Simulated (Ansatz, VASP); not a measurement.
# One calculation of RbCaBr3, two programs

INCAR

```
SYSTEM = RbCaBr3
ALGO = Normal
EDIFF = 1E-6
ENCUT = 520
GGA = CA
ISIF = 2
ISMEAR = 0
LASPH = .TRUE.
LCHARG = .FALSE.
LREAL = .FALSE.
LWAVE = .FALSE.
NBANDS = 28
NELM = 80
PREC = Accurate
SIGMA = 0.05
```

The input KPOINTS:

```
k-points
0
G
  4 4 4
  0 0 0
```

Contents of POSCAR:

```
RbCaBr3
1.0
    5.5645893000      0.0000000000      0.0000000000
    0.0000000000      5.5645893000      0.0000000000
    0.0000000000      0.0000000000      5.6506396500
Rb Ca Br
1 1 3
Direct
    0.5000000000      0.5000000000      0.5000000000
    0.0000000000      0.0000000000      0.0000000000
    0.5000000000      0.0000000000      0.0000000000
    0.0000000000      0.5000000000      0.0000000000
    0.0000000000      0.0000000000      0.5000000000
```

Input for Ansatz:

```yaml
crystal:
  lattice:
    - [5.5645893, 0.0, 0.0]
    - [0.0, 5.5645893, 0.0]
    - [0.0, 0.0, 5.65063965]
  atoms:
    - { symbol: Rb, position: [0.5, 0.5, 0.5] }
    - { symbol: Ca, position: [0.0, 0.0, 0.0] }
    - { symbol: Br, position: [0.5, 0.0, 0.0] }
    - { symbol: Br, position: [0.0, 0.5, 0.0] }
    - { symbol: Br, position: [0.0, 0.0, 0.5] }
basis:
  ecutwfc: 420
kpoints:
  mp_grid: { grid: [4, 4, 4] }
hamiltonian:
  xc: lda
scf:
  occupations: { method: gaussian, width: 0.05 }
output:
  forces: true
  stress: true
  eigenvalues: true
```

Change from the starting cell: strain -0.030 along x and y, -0.015 along z, atoms carried along.

Alike in both runs: task single point; functional LDA; k mesh 4 × 4 × 4; occupations gaussian, width 0.05 eV; no spin polarisation.

|  | VASP | Ansatz |
| --- | --- | --- |
| version | VASP 6.6.1 | Ansatz 0.2.0 |
| potentials or method | VASP PAW LDA potentials, release 64 (Rb_sv, Ca_sv, Br), cutoff 520 eV | scalar-relativistic, plane waves, PAW |
| valence electrons in the cell | 40 | 40 |

Ansatz gave:

* gap on the k mesh at the Fermi level (eV): 3.79
* least direct gap on the mesh (eV): 4.11
* pressure (GPa): -1.1
* traceless stress, the component that is largest in VASP (GPa): -0.42

Which values does VASP return?

gap on the k mesh at the Fermi level (eV): 3.80; least direct gap on the mesh (eV): 4.12; pressure (GPa): -1.0; traceless stress, the component that is largest in VASP (GPa): -0.43.

LDA's correlation is that of Perdew and Zunger in VASP and of Perdew and Wang (1992) in Ansatz.
